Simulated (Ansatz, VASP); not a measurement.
**One calculation of Mg, two programs**

The input INCAR:

```
SYSTEM = Mg
  ALGO = Fast
  EDIFF = 1E-6
  ENCUT = 520
  GGA = PS
  ISIF = 2
  ISMEAR = 0
  LASPH = .TRUE.
  LCHARG = .FALSE.
  LREAL = .FALSE.
  LWAVE = .FALSE.
  NBANDS = 7
  NELM = 100
  PREC = Accurate
  SIGMA = 0.1
```

The input KPOINTS:

```
k-points
0
G
  16 16 16
  0 0 0
```

File POSCAR:

```
Mg
1.0
   -1.9256614612      1.9256614612      1.6606618711
    1.9256614612     -1.9256614612      1.6606618711
    1.9256614612      1.9256614612     -1.6606618711
Mg
1
Direct
    0.0000000000      0.0000000000      0.0000000000
```

Input for Ansatz:

```yaml
crystal:
  lattice:
    - [-1.9256614612, 1.9256614612, 1.6606618711]
    - [1.9256614612, -1.9256614612, 1.6606618711]
    - [1.9256614612, 1.9256614612, -1.6606618711]
  atoms:
    - { symbol: Mg, position: [0.0, 0.0, 0.0] }
basis:
  ecutwfc: 420
kpoints:
  mp_grid: { grid: [16, 16, 16] }
hamiltonian:
  xc: pbesol
scf:
  occupations: { method: gaussian, width: 0.1 }
output:
  forces: true
  stress: true
  eigenvalues: true
```

Alike in both runs: task single point; functional PBEsol; k mesh 16 × 16 × 16; occupations gaussian, width 0.1 eV; no spin polarisation.

|  | VASP | Ansatz |
| --- | --- | --- |
| version | VASP 6.6.1 | Ansatz 0.2.0 |
| potentials or method | VASP PAW PBE potentials, release 64 (Mg), cutoff 520 eV | scalar-relativistic, plane waves, PAW |
| valence electrons in the cell | 2 | 10 |

```tsv
	VASP	Ansatz	Ansatz less VASP
gap on the k mesh at the Fermi level (eV)	none	none	-
pressure (GPa)	-2.6	-2.5	+0.06
traceless stress, the component that is largest in VASP (GPa)	0.36	0.36	-0.001
```

VASP's potentials were made for PBE, not for PBEsol. A gap of «none» marks a metal or a gap that the smearing closes. The functional is the same, so the differences come from potentials, cutoffs and numerics. VASP's potentials hold 2 valence electrons a cell and Ansatz's 10, so a difference there can come from the potentials and not from the codes.
